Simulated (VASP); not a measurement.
Here is a VASP 6.6.1 calculation.

INCAR

```
PREC = Accurate ; ENCUT = 520
EDIFF = 1E-6 ; ISMEAR = 0
SIGMA = 0.02 ; LREAL = Auto
LASPH = T ; NELM = 100
ALGO = Normal ; ISIF = 2
LWAVE = F ; LCHARG = T
GGA = PE ; IVDW = 12
LELF = T ; LVHAR = T
NBANDS = 86 ; NELECT = 136.0
```

File KPOINTS:

```
regular mesh
0
Gamma
  2 2 3
```

File POSCAR:

```
Si8O16F
1.0
   -4.1501000000     -4.1501000000      0.0000000000
    4.1501000000     -4.1501000000      0.0000000000
    0.0000000000      0.0000000000      5.3150000000
Si O F
8 16 1
Direct
    0.4823669309      0.4946210935     -0.0022261524
   -0.0209616636      0.4936828028      0.2553552211
    0.4930742633      0.4975462037      0.4988765757
   -0.0121121178      0.5091114672      0.7518538100
    0.0165859859     -0.0041771283     -0.0022656632
    0.5009411821     -0.0025418665      0.2488109125
    0.0132095612     -0.0038729187      0.4940351834
    0.5113692441     -0.0123786174      0.7488090310
    0.1790430351      0.4990136382     -0.0035478833
    0.0765415291      0.1662217778      0.2381572907
    0.7912853907      0.5182584757     -0.0085441204
    0.0065586371      0.7956446833      0.2465593603
    0.1800378304      0.4969974217      0.5025678269
   -0.0045656731      0.1974431941      0.7442244591
    0.7902040915      0.5672882581      0.5323397930
    0.0162079227      0.8128142695      0.7523014111
    0.7042401388     -0.0046849474      0.0024667921
    0.4884478687      0.6896078408      0.2475834431
    0.3204410737     -0.0134875063     -0.0116775165
    0.4469360979      0.3020487458      0.2424063970
    0.6991654418     -0.0219470615      0.5007744120
    0.4763906894      0.6870306740      0.7533979304
    0.3161159972     -0.0127264403      0.5064287865
    0.5003617985      0.2978387268      0.7448543744
    0.7805922749      0.2922806679      0.3159821261
```

Potentials or basis: VASP PAW PBE potentials, release 64 (Si, O, F).

Command:

```bash
$ cat potpaw_PBE.64/Si/POTCAR potpaw_PBE.64/O/POTCAR potpaw_PBE.64/F/POTCAR > POTCAR
$ mpirun -np 1 vasp_std > vasp.out
```

Problem. Predict the largest force.

Solution. 0.426 eV/Å.

Problem. Predict the dispersion energy per atom.

Solution. -0.245 eV.

Forces on the atoms (eV/Å):
```
Si   0.031  0.039 -0.018
Si  -0.030 -0.108  0.011
Si  -0.007 -0.008 -0.031
Si  -0.020 -0.053  0.012
Si  -0.006  0.004 -0.056
Si   0.016  0.003 -0.018
Si   0.024  0.023 -0.016
Si   0.002  0.011 -0.016
O   -0.012 -0.027 -0.016
O    0.107 -0.048 -0.077
O   -0.129  0.128  0.081
O   -0.009 -0.001 -0.031
O   -0.033 -0.027 -0.017
O    0.010 -0.007 -0.042
O    0.093 -0.091  0.006
O   -0.006  0.015 -0.012
O    0.018 -0.048 -0.002
O   -0.011 -0.018 -0.036
O    0.020  0.014 -0.009
O   -0.028 -0.001 -0.056
O   -0.052  0.038 -0.006
O   -0.009 -0.024  0.013
O    0.040  0.026 -0.028
O   -0.020  0.002 -0.033
F    0.011  0.157  0.395
```

Caveat: the k points lie up to 0.54 Å⁻¹ apart; the cell carries a net charge on a neutralising background, which shifts energy and pressure.
